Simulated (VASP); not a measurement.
CdTe: single point with PBEsol

Crystal: CdTe.

```
CELL_PARAMETERS angstrom
0.00000 3.24464 3.24464
3.24464 0.00000 3.24464
3.24464 3.24464 0.00000
ATOMIC_POSITIONS crystal
Cd 0.00000 0.00000 0.00000
Te 0.25000 0.25000 0.25000
```

```yaml
Program: VASP 6.6.1
Task: single point
Functional: PBEsol
Potentials_or_basis: VASP PAW PBE potentials, release 64 (Cd, Te)
Cutoff: 500 eV
k_mesh: 8 × 8 × 8
Occupations: gaussian, width 0.02 eV
Spin: no spin polarisation
Dipole_correction: no
Further_INCAR_settings: ALGO = Normal; EDIFF = 1e-06; NBANDS = 16
```

| Item | Value |
| --- | --- |
| Pressure | 0.2 GPa |
| Band gap on the k mesh | 0.65 eV |

Levels at points of the mesh, in eV from the valence-band top:
```csv
k point,band 5,band 6,band 7,band 8,band 9,band 10,band 11,band 12,band 13,band 14
"(0.00, 0.00, 0.00)",-7.98,-7.98,0.00,0.00,0.00,0.65,4.55,4.55,4.55,7.29
"(0.50, 0.00, 0.00)",-7.97,-7.64,-4.45,-0.78,-0.78,1.73,5.13,5.13,6.93,8.51
"(0.50, 0.50, 0.00)",-7.95,-7.50,-4.33,-1.87,-1.87,2.50,2.60,8.70,9.05,9.05
```

Wall time 70 s on 1 thread of AMD EPYC 7R43 64-Core Processor (Zen 3), on a shared host, peak memory 0.17 GiB.

Caveat: semilocal functionals underestimate gaps, and a narrow one can read as zero; the PAW data sets were made with another functional, which shifts forces and pressure a little; spin-orbit coupling is left out, which moves the levels of the heavy elements.
